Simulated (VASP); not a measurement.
Runs of VASP 6.6.1 on V. Symmetry: Im-3m, No. 229, cubic system. Conventional cell: a = 2.984 Å, b = 2.984 Å, c = 2.984 Å, α = 90.00°, β = 90.00°, γ = 90.00°. Within 3.4 Å of V (site symmetry m-3m) lie 14 V at 2.58 to 2.98 Å. 

| k mesh | smearing | gap on the mesh (eV) | pressure (GPa) |
| --- | --- | --- | --- |
| 5 × 5 × 5 | fermi-dirac 0.1 eV | none | 2.4 |
| 15 × 15 × 15 | methfessel-paxton 0.01 eV | none | (b) |
| 16 × 16 × 16 | fermi-dirac 0.1 eV | none | 0.9 |
| 15 × 15 × 15 | gaussian 0.2 eV | none | (a) |
| 15 × 15 × 15 | methfessel-paxton 1 eV | none | 0.7 |

Alike in all rows: task single point; level r2SCAN; potentials or basis VASP PAW PBE potentials, release 64 (V_sv); no spin polarisation; cell as given; cutoff (eV) 520.

Task: Estimate the missing entries.

Result: (a) 0.5; (b) -0.2.

Caveats: some runs use coarse meshes; the PAW data sets were made with another functional, which shifts forces and pressure a little.

A gap of «none» marks levels without a gap at the run's occupations.
